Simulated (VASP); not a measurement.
In13Ga3As3P13, 64 atoms in the cell. The typed cell holds 64 atoms: a = 11.681 Å, b = 11.681 Å, c = 11.681 Å, α = 90.00°, β = 90.00°, γ = 90.00°. 

* Program: VASP 6.6.1
* Task: single point
* Functional: r2SCAN
* Potentials or basis: VASP PAW PBE potentials, release 64 (In_d, Ga_d, P, As)
* Cutoff: 520 eV
* k mesh: 1 × 1 × 1
* Occupations: fermi-dirac, width 0.05 eV
* Spin: no spin polarisation
* Dipole correction: no
* Further INCAR settings: LREAL = Auto; ALGO = Normal; EDIFF = 1e-06; NBANDS = 326

Potentials or basis: VASP PAW PBE potentials, release 64 (In_d, Ga_d, P, As).

Run with:

```sh
$ cat potpaw_PBE.64/In_d/POTCAR potpaw_PBE.64/Ga_d/POTCAR potpaw_PBE.64/P/POTCAR potpaw_PBE.64/As/POTCAR > POTCAR
$ cp INCAR.step1 INCAR
$ mpirun -np 1 vasp_gam > vasp.out
$ cp INCAR.step2 INCAR
$ mpirun -np 1 vasp_gam > vasp.out
```

Hardware: 1 thread of Oxide Virtual Turin-like Processor, on a shared host.

Task: How long does it take, and how much memory?

Result: Wall time 90 min on 1 thread of Oxide Virtual Turin-like Processor, with other jobs on the host, peak memory 1.6 GiB. Counts: k points 1.
